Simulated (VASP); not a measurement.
Input of a VASP 6.6.1 run:

File POSCAR:

```
Ir
1.0
    2.3059163239      0.0000000000      0.0000000000
    0.0000000000      2.3059163239      0.0000000000
    0.0000000000      0.0000000000      2.3059163239
Ir
1
Direct
    0.0000000000      0.0000000000      0.0000000000
```

INCAR.step1

```
ALGO     = Normal         # electronic algorithm
EDIFF    = 1E-4           # SCF threshold, eV
ENCUT    = 520            # plane-wave cutoff, eV
GGA      = PE             # functional
ISMEAR   = -1             # smearing method
LASPH    = T              # aspherical terms in the spheres
LCHARG   = F              # write CHGCAR
LREAL    = F              # projectors in reciprocal space
LWAVE    = T              # write WAVECAR
NBANDS   = 10             # bands
NELM     = 60             # most SCF steps
PREC     = Accurate       # precision mode
SIGMA    = 0.1            # smearing width, eV
```

Contents of INCAR.step2:

```
ALGO     = Normal         # electronic algorithm
EDIFF    = 1E-7           # SCF threshold, eV
ENCUT    = 520            # plane-wave cutoff, eV
ISIF     = 2              # what is computed and relaxed
ISMEAR   = -1             # smearing method
ISTART   = 1            
LASPH    = T              # aspherical terms in the spheres
LCHARG   = F              # write CHGCAR
LMIXTAU  = T            
LREAL    = F              # projectors in reciprocal space
LWAVE    = F              # write WAVECAR
METAGGA  = R2SCAN         # meta-GGA
NBANDS   = 10             # bands
NELM     = 60             # most SCF steps
PREC     = Accurate       # precision mode
SIGMA    = 0.1            # smearing width, eV
```

Contents of KPOINTS:

```
k-points
0
Gamma
  15 15 15
```

Potentials or basis: VASP PAW PBE potentials, release 64 (Ir).

Command:

```bash
$ cat potpaw_PBE.64/Ir/POTCAR > POTCAR
$ cp INCAR.step1 INCAR
$ mpirun -np 1 vasp_std > vasp.out
$ cp INCAR.step2 INCAR
$ mpirun -np 1 vasp_std > vasp.out
```

(1) Estimate the pressure.

Answers

(1) 172.9 GPa.

Caveat: the PAW data sets were made with another functional, which shifts forces and pressure a little.
